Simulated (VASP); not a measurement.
# TaSnBr (Pmmm) in VASP: relaxation of cell and atoms with PBE

Aim: the relaxation of cell and atoms of TaSnBr with PBE.

Program: VASP 6.6.1. These are calculated values, not measurements. Logs are shortened: lines on timing, memory, paths and dates and some standing lists are left out, and cuts for length are marked.

## Step 1: The cell of the first run

The structure is orthorhombic, space group Pmmm (No. 47). The conventional cell has a = 3.054 Å, b = 4.336 Å, c = 6.043 Å, α = 90.00°, β = 90.00°, γ = 90.00°. Within 3.5 Å of Ta (site symmetry mmm) lie 4 Br at 2.65 Å and 2 Ta at 3.05 Å. Sn (site symmetry mmm) has 2 Br at 3.02 Å and 2 Sn at 3.05 Å and 8 Ta at 4.02 Å within 4.1 Å. Br (site symmetry mmm) has 4 Ta at 2.65 Å and 2 Sn at 3.02 Å and 2 Br at 3.05 Å within 3.5 Å.

The cell was generated, and may not be a known phase.

## Step 2: Relaxation of cell and atoms, PBE

INCAR reads:

```
PREC = Accurate
ENCUT = 600
EDIFF = 1E-7
ISMEAR = 0
SIGMA = 0.1
LREAL = F
LASPH = T
NELM = 100
ALGO = Normal
ISIF = 3
LWAVE = F
LCHARG = F
GGA = PE
IBRION = 2
NSW = 100
EDIFFG = -0.01
```

KPOINTS reads:

```
regular mesh
0
Gamma
  16 10 8
```

POSCAR reads:

```
TaSnBr
1.0
    3.0535493357      0.0000000000      0.0000000000
    0.0000000000      4.3358293738      0.0000000000
    0.0000000000      0.0000000000      6.0430307341
Ta Sn Br
1 1 1
Direct
    0.0000000000      0.0000000000      0.0000000000
    0.5000000000      0.5000000000      0.5000000000
    0.5000000000      0.5000000000      0.0000000000
```

Potentials or basis: VASP PAW PBE potentials, release 64 (Ta_pv, Sn_d, Br).

Command:

```sh
$ cat potpaw_PBE.64/Ta_pv/POTCAR potpaw_PBE.64/Sn_d/POTCAR potpaw_PBE.64/Br/POTCAR > POTCAR
$ mpirun -np 1 vasp_std > vasp.out
```

OUTCAR:

```text
PREC = Accurate
   ENCUT = 600
   EDIFF = 1E-7
   ISMEAR = 0
   LREAL = F
   LASPH = T
   NELM = 100
   ISIF = 3
   GGA = PE
   IBRION = 2
   NSW = 100
   EDIFFG = -0.01

 ion  position               nearest neighbor table
   1  0.000  0.000  0.000-   3 2.65   3 2.65   3 2.65   3 2.65
   2  0.500  0.500  0.500-   3 3.02   3 3.02
   3  0.500  0.500  0.000-   1 2.65   1 2.65   1 2.65   1 2.65   2 3.02   2 3.02

  LATTYP: Found a simple orthorhombic cell.
 ALAT       =     3.0535493357
 B/A-ratio  =     1.4199310039
 C/A-ratio  =     1.9790185354

  Lattice vectors:

 A1 = (   3.0535493357,   0.0000000000,   0.0000000000)
 A2 = (   0.0000000000,   4.3358293738,   0.0000000000)
 A3 = (   0.0000000000,   0.0000000000,   6.0430307341)

Analysis of symmetry for initial positions (statically):
=====================================================================
 Subroutine PRICEL returns:
 Original cell was already a primitive cell.

 Routine SETGRP: Setting up the symmetry group for a
 simple orthorhombic supercell.

 Subroutine GETGRP returns: Found  8 space group operations
 (whereof  8 operations were pure point group operations)
 out of a pool of  8 trial point group operations.

The static configuration has the point symmetry D_2h.

Analysis of symmetry for dynamics (positions and initial velocities):
=====================================================================
 Subroutine PRICEL returns:
 Original cell was already a primitive cell.

 Routine SETGRP: Setting up the symmetry group for a
 simple orthorhombic supercell.

 Subroutine GETGRP returns: Found  8 space group operations
 (whereof  8 operations were pure point group operations)
 out of a pool of  8 trial point group operations.

The dynamic configuration has the point symmetry D_2h.

 Subroutine INISYM returns: Found  8 space group operations
 (whereof  8 operations are pure point group operations),
 and found     1 'primitive' translations

----------------------------------------------------------------------------------------

                                     Primitive cell

  volume of cell :      80.0077

  direct lattice vectors                    reciprocal lattice vectors
     3.053549336  0.000000000  0.000000000     0.327487750  0.000000000  0.000000000
     0.000000000  4.335829374  0.000000000     0.000000000  0.230636382  0.000000000
     0.000000000  0.000000000  6.043030734     0.000000000  0.000000000  0.165479880
[... 94 lines left out ...]
   POTIM  = 0.5000    time-step for ionic-motion
   TEBEG  =    0.0;   TEEND  =   0.0 temperature during run
   PSTRESS=    0.0 pullay stress
   NELECT =      32.0000    total number of electrons
   NUPDOWN=      -1.0000    fix difference up-down
   EMIN   =  10.00;   EMAX   =-10.00  energy-range for DOS
   EFERMI =   0.00;   METHOD = LEGACY
   ISMEAR =     0;   SIGMA  =   0.10  broadening in eV -4-tet -1-fermi 0-gaus
   EFERMI_NEDOS =   21; number of points for ismear=-14 and -15
   IALGO  =     38    algorithm
   IMIX   =      4    mixing-type and parameters
     AMIX     =   0.40;   BMIX     =  1.00
     AMIX_MAG =   1.60;   BMIX_MAG =  1.00
  volume/ion in A,a.u.               =      26.67       179.97
  Fermi-wavevector in a.u.,A,eV,Ry     =   1.206186  2.279360 19.794898  1.454884
  Thomas-Fermi vector in A             =   2.341860
   LORBIT       =      0    0 simple, 1 ext, 2 COOP (PROOUT), +10 PAW based schemes
   GGA     = PE    functional components
   LHFCALC =     F    Hartree Fock is set to
   AEXX    =    0.0000 exact exchange contribution
   IVDW    =     0    specifies the selected vdW correction
   LEPSILON=     F    determine dielectric tensor
   LRPA    =     F    only Hartree local field effects (RPA)
 conjugate gradient relaxation of ions
 non-spin polarized calculation
 Gauss-broadening in eV      SIGMA  =   0.10
  energy-cutoff  :      600.00
  volume of cell :       80.01
 maximum number of plane-waves:      2696
   NGX = 13   NGY = 17   NGZ = 25

--------------------------------------- Ionic step        1  -------------------------------------------

 number of electron      32.0000008 magnetization

 Free energy of the ion-electron system (eV)
  ---------------------------------------------------
  ext. energy  EPLUGINS =         0.00000000
  ---------------------------------------------------
  free energy    TOTEN  =       -13.98676085 eV

  energy without entropy =      -13.97317021  energy(sigma->0) =      -13.97996553

------------------------ aborting loop because EDIFF is reached ----------------------------------------

  FORCE on cell =-STRESS in cart. coord.  units (eV):
  Direction    XX          YY          ZZ          XY          YZ          ZX
  --------------------------------------------------------------------------------------
  -------------------------------------------------------------------------------------
  Total       -0.7418678      0.7090814      0.1557965     -0.0000000      0.0000000      0.0000000
  in kB      -14.8561132     14.1995554      3.1198685     -0.0000000      0.0000000      0.0000000
  external PRESSURE =       0.8211036 kB  Pullay stress =       0.0000000 kB
[... 135 lines left out ...]
--------------------------------------- Ionic step        5  -------------------------------------------

 number of electron      31.9999999 magnetization

 Free energy of the ion-electron system (eV)
  ---------------------------------------------------
  ext. energy  EPLUGINS =         0.00000000
  ---------------------------------------------------
  free energy    TOTEN  =       -13.99792164 eV

  energy without entropy =      -13.98374586  energy(sigma->0) =      -13.99083375

 E-fermi :   5.5278     XC(G=0):  -9.9330

 val. band max:        5.5252797028   @ k =   0.3125   0.1000   0.0000
 cond. band min:       5.5308577895   @ k =   0.2500   0.5000   0.5000
 fundamental gap:      0.0055780866
 Fermi energy:         5.5277884413

 k-point     1 :       0.0000    0.0000    0.0000
  band No.  band energies     occupation
      1     -29.9813      2.00000
      2     -29.6958      2.00000
      3     -29.3886      2.00000
      4     -16.4832      2.00000
      5     -16.3404      2.00000
      6     -16.3215      2.00000
[... 541 lines left out ...]
     19       6.3657      0.00000
     20       7.6720      0.00000

 [... further k-points ...]

------------------------ aborting loop because EDIFF is reached ----------------------------------------

  FORCE on cell =-STRESS in cart. coord.  units (eV):
  Direction    XX          YY          ZZ          XY          YZ          ZX
  --------------------------------------------------------------------------------------
  -------------------------------------------------------------------------------------
  Total        0.0026983      0.0048925     -0.0299819     -0.0000000      0.0000000      0.0000000
  in kB        0.0536017      0.0971920     -0.5956003     -0.0000000      0.0000000      0.0000000
  external PRESSURE =      -0.1482689 kB  Pullay stress =       0.0000000 kB
[... 18 lines left out ...]
  FREE ENERGIE OF THE ION-ELECTRON SYSTEM (eV)
  ---------------------------------------------------
  free  energy   TOTEN  =       -13.9979216360 eV

  energy  without entropy=      -13.9837458593  energy(sigma->0) =      -13.99083375

 reached required accuracy - stopping structural energy minimisation
```

OSZICAR:

```text
N       E                     dE             d eps       ncg     rms          rms(c)
DAV:   1     0.308368495916E+03    0.30837E+03   -0.17758E+04 10864   0.209E+03
DAV:   2     0.189241625764E+02   -0.28944E+03   -0.28092E+03 11112   0.503E+02
DAV:   3    -0.128466622011E+02   -0.31771E+02   -0.29974E+02 13512   0.142E+02
DAV:   4    -0.144567652468E+02   -0.16101E+01   -0.15515E+01 13512   0.298E+01
[... 46 lines left out ...]
DAV:   4    -0.139979265038E+02    0.77198E-04   -0.26655E-04 13448   0.118E-01    0.334E-02
DAV:   5    -0.139979216330E+02    0.48708E-05   -0.21876E-05 12504   0.378E-02    0.228E-02
DAV:   6    -0.139979213496E+02    0.28339E-06   -0.93876E-06 13860   0.275E-02    0.392E-03
DAV:   7    -0.139979216130E+02   -0.26347E-06   -0.10585E-06 13808   0.862E-03    0.200E-03
DAV:   8    -0.139979216360E+02   -0.22926E-07   -0.64047E-08  6492   0.249E-03
   5 F= -.13997922E+02 E0= -.13990834E+02  d E =-.717085E-03
```

Wall time 8.7 min (1 thread of Intel Xeon 6975P-C (Granite Rapids), shared host); peak memory 0.7 GiB.

Results:

* Free energy: -13.9979 eV
* Relaxed volume: 26.88 Å³/atom
* Relaxed cell: a = 3.013 Å, b = 4.414 Å, c = 6.064 Å, α = 90.00°, β = 90.00°, γ = 90.00°
* Space group after relaxing (to 0.1 Å): Pmmm (No. 47)
* Energy gained by relaxing: 3.7 meV/atom
* Ionic steps: 5
* Pressure after relaxing: 0.0 GPa
* Band gap on the k mesh: zero (bands 16 and 17 overlap by 1.49 eV)

Step by step:
```csv
step,energy change (eV),largest force (eV/Å),pressure (GPa),volume (Å³)
1,0.0000,0.0000,0.08,80.01
2,-0.0101,0.0000,0.30,80.15
3,-0.0104,0.0000,0.36,80.19
4,-0.0109,0.0000,-0.26,80.95
5,-0.0112,0.0000,-0.01,80.65
```

Final structure:
```xyz
3
Lattice="3.0134 0.0000 0.0000 0.0000 4.4136 0.0000 0.0000 0.0000 6.0641" Properties=species:S:1:pos:R:3 pbc="T T T"
Ta    0.0000    0.0000    0.0000
Sn    1.5067    2.2068    3.0320
Br    1.5067    2.2068    0.0000
```

Levels at points of the mesh, in eV from the Fermi level:
| k point | band 12 | band 13 | band 14 | band 15 | band 16 | band 17 | band 18 | band 19 | band 20 |
| --- | --- | --- | --- | --- | --- | --- | --- | --- | --- |
| (0.00, 0.00, 0.00) | -6.62 | -3.59 | -3.06 | -0.85 | -0.22 | 0.49 | 0.89 | 1.09 | 1.26 |
| (0.50, 0.00, 0.00) | -6.23 | -5.04 | -3.09 | -0.25 | 0.44 | 1.14 | 1.79 | 3.07 | 3.28 |
| (0.00, 0.50, 0.00) | -7.50 | -4.05 | -3.00 | -1.87 | 0.68 | 1.43 | 1.72 | 2.11 | 2.33 |
| (0.50, 0.50, 0.00) | -5.80 | -4.61 | -2.48 | -1.69 | -1.36 | -0.81 | -0.10 | 0.24 | 0.75 |
| (0.00, 0.00, 0.50) | -4.87 | -3.69 | -3.04 | -2.37 | -1.53 | 0.89 | 1.07 | 1.61 | 1.73 |
| (0.50, 0.00, 0.50) | -7.10 | -3.32 | -2.91 | -0.28 | 0.37 | 0.39 | 1.00 | 2.76 | 3.52 |
| (0.00, 0.50, 0.50) | -5.00 | -4.04 | -2.90 | -1.94 | -1.05 | -0.66 | 1.44 | 2.32 | 3.82 |
| (0.50, 0.50, 0.50) | -6.27 | -3.19 | -2.50 | -2.12 | -1.31 | -0.12 | 0.31 | 0.63 | 1.72 |

Caveat: spin-orbit coupling is left out, which moves the levels of the heavy elements.
